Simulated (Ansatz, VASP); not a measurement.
**One calculation of Sr, two programs**

```
CELL_PARAMETERS angstrom
0.00000 -4.66990 4.66990
-4.66990 0.00000 4.66990
-4.66990 -4.66990 0.00000
ATOMIC_POSITIONS crystal
Sr 0.75000 0.75000 0.75000
Sr 0.50000 0.50000 0.50000
Sr 0.25000 0.25000 0.25000
Sr 0.00000 0.00000 0.00000
```

Alike in both runs: task relaxation of cell and atoms; functional PBEsol; k mesh 8 × 8 × 8; occupations gaussian, width 0.1 eV; no spin polarisation.

|  | VASP | Ansatz |
| --- | --- | --- |
| version | VASP 6.6.1 | Ansatz 0.2.0 |
| potentials or method | VASP PAW PBE potentials, release 64 (Sr_sv), cutoff 600 eV | scalar-relativistic, plane waves, PAW |
| valence electrons in the cell | 40 | 40 |

|  | VASP | Ansatz | Ansatz less VASP |
| --- | --- | --- | --- |
| gap on the k mesh at the Fermi level, each at its own relaxed structure (eV) | none | none | - |
| relaxed volume (Å³/atom) | 50.92 | 50.92 | 0.000 |
| relaxed cell length with the largest relative difference (Å) | 6.604 | 6.604 | 0.0000 |

VASP's potentials were made for PBE, not for PBEsol. A gap of «none» marks a metal or a gap that the smearing closes.

Noted on VASP's run: the relaxation stopped at its first step, so nothing moved.
